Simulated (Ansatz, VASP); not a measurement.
One calculation of Hf2S, two programs

The input INCAR:

```
ALGO = Normal
EDIFF = 1E-6
ENCUT = 520
GGA = PS
ISIF = 2
ISMEAR = 0
LASPH = T
LCHARG = T
LELF = T
LREAL = F
LVHAR = T
LWAVE = F
NBANDS = 35
NELM = 80
PREC = Accurate
SIGMA = 0.1
```

Contents of KPOINTS:

```
k-points
0
Gamma
  18 18 6
```

Contents of POSCAR:

```
Hf2S
1.0
    3.3742737662      0.0000000000      0.0000000000
   -1.6871368831      2.9222068008      0.0000000000
    0.0000000000      0.0000000000     11.7174070300
Hf S
4 2
Direct
    0.6666666667      0.3333333333      0.8998116400
    0.3333333333      0.6666666667      0.3998116400
    0.6666666667      0.3333333333      0.6001883600
    0.3333333333      0.6666666667      0.1001883600
    0.0000000000      0.0000000000      0.7500000000
    0.0000000000      0.0000000000      0.2500000000
```

Input for Ansatz:

```yaml
crystal:
  lattice:
    - [3.3742737662, 0.0, 0.0]
    - [-1.6871368831, 2.9222068008, 0.0]
    - [0.0, 0.0, 11.71740703]
  atoms:
    - { symbol: Hf, position: [0.6666666667, 0.3333333333, 0.89981164] }
    - { symbol: Hf, position: [0.3333333333, 0.6666666667, 0.39981164] }
    - { symbol: Hf, position: [0.6666666667, 0.3333333333, 0.60018836] }
    - { symbol: Hf, position: [0.3333333333, 0.6666666667, 0.10018836] }
    - { symbol: S, position: [0.0, 0.0, 0.75] }
    - { symbol: S, position: [0.0, 0.0, 0.25] }
basis:
  ecutwfc: 420
kpoints:
  mp_grid: { grid: [18, 18, 6] }
hamiltonian:
  xc: pbesol
scf:
  occupations: { method: gaussian, width: 0.1 }
output:
  forces: true
  stress: true
  eigenvalues: true
```

Alike in both runs: task single point; functional PBEsol; k mesh 18 × 18 × 6; occupations gaussian, width 0.1 eV; no spin polarisation.

|  | VASP | Ansatz |
| --- | --- | --- |
| version | VASP 6.6.1 | Ansatz 0.2.0 |
| potentials or method | VASP PAW PBE potentials, release 64 (Hf_pv, S), cutoff 520 eV | scalar-relativistic, plane waves, PAW |
| valence electrons in the cell | 52 | 116 |

|  | VASP | Ansatz | Ansatz less VASP |
| --- | --- | --- | --- |
| gap on the k mesh at the Fermi level (eV) | none | none | - |
| pressure (GPa) | -3.3 | -2.8 | +0.45 |
| traceless stress, the component that is largest in VASP (GPa) | 0.30 | 0.30 | 0.000 |
| rms of the force components (eV/Å) | 0.090 | 0.089 | -0.0017 |

VASP's potentials were made for PBE, not for PBEsol. Atom by atom the forces differ by 0.002 eV/Å (rms over components). A gap of «none» marks a metal or a gap that the smearing closes. VASP's potentials hold 52 valence electrons a cell and Ansatz's 116, so a difference there can come from the potentials and not from the codes.

Spin-orbit coupling is off throughout.
